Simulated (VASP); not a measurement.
Crystal: Se.

```
CELL_PARAMETERS angstrom
2.81056 0.00000 0.00000
0.00000 2.81056 0.00000
0.00000 0.00000 2.81056
ATOMIC_POSITIONS crystal
Se 0.00000 0.00000 0.00000
```

* Program: VASP 6.6.1
* Task: relaxation of cell and atoms
* Functional: PBE
* Potentials or basis: VASP PAW PBE potentials, release 64 (Se)
* Cutoff: 600 eV
* k mesh: 9 × 9 × 9
* Occupations: fermi-dirac, width 0.05 eV
* Spin: no spin polarisation

At the start: pressure 2.0 GPa; volume 22.20 Å³/atom.

**Question.** Where does the relaxation end?

**Answer.** Over 3 steps the energy falls by 3.8 meV/atom and the volume is 22.82 Å³/atom (+2.8 %); space group Pm-3m (No. 221, to 0.05 Å).

Step by step:
| step | energy change (eV) | largest force (eV/Å) | pressure (GPa) | volume (Å³) |
| --- | --- | --- | --- | --- |
| 1 | 0.0000 | 0.0000 | 2.04 | 22.20 |
| 2 | -0.0030 | 0.0000 | -0.87 | 23.12 |
| 3 | -0.0038 | 0.0000 | 0.01 | 22.82 |

Final structure:
```xyz
1
Lattice="2.8365 0.0000 0.0000 0.0000 2.8365 0.0000 0.0000 0.0000 2.8365" Properties=species:S:1:pos:R:3 pbc="T T T"
Se    0.0000    0.0000    0.0000
```
